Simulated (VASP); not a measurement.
**GaN: G0W0 quasiparticle levels with PBEsol**

GaN:

```
CELL_PARAMETERS angstrom
0.00000 2.17943 2.32189
2.17943 0.00000 2.32189
2.17943 2.17943 0.00000
ATOMIC_POSITIONS crystal
Ga 0.00000 0.00000 0.00000
N 0.25000 0.25000 0.25000
```

```json
{"Program": "VASP 6.6.1", "Task": "G0W0 quasiparticle levels", "Functional": "PBEsol", "Potentials or basis": "VASP PAW PBE potentials, release 64 (Ga_d_GW, N_GW)", "Cutoff": "500 eV", "k mesh": "6 × 6 × 6", "Occupations": "gaussian, width 0.01 eV", "Spin": "no spin polarisation", "Dipole correction": "no", "GW scheme": "G0W0", "GW iterations": "1", "Cutoff of the response function": "180", "Frequency points": "96", "Empty bands": "120", "Further INCAR settings": "ALGO = EVGW0; EDIFF = 1e-08; NBANDS = 129"}
```

The quasiparticle gap is 3.06 eV, the least direct quasiparticle gap is 3.06 eV and the band gap of the starting levels on the mesh is 1.80 eV. The least direct gap of the starting levels on the mesh is 1.80 eV.

It took 29 min on 1 thread of AMD EPYC 7R13, on a shared host, peak memory 0.68 GiB.

Caveat: the k points lie up to 0.41 Å⁻¹ apart; bands, screening cutoff and mesh are small and nothing is extrapolated, so the quasiparticle values aren't converged.
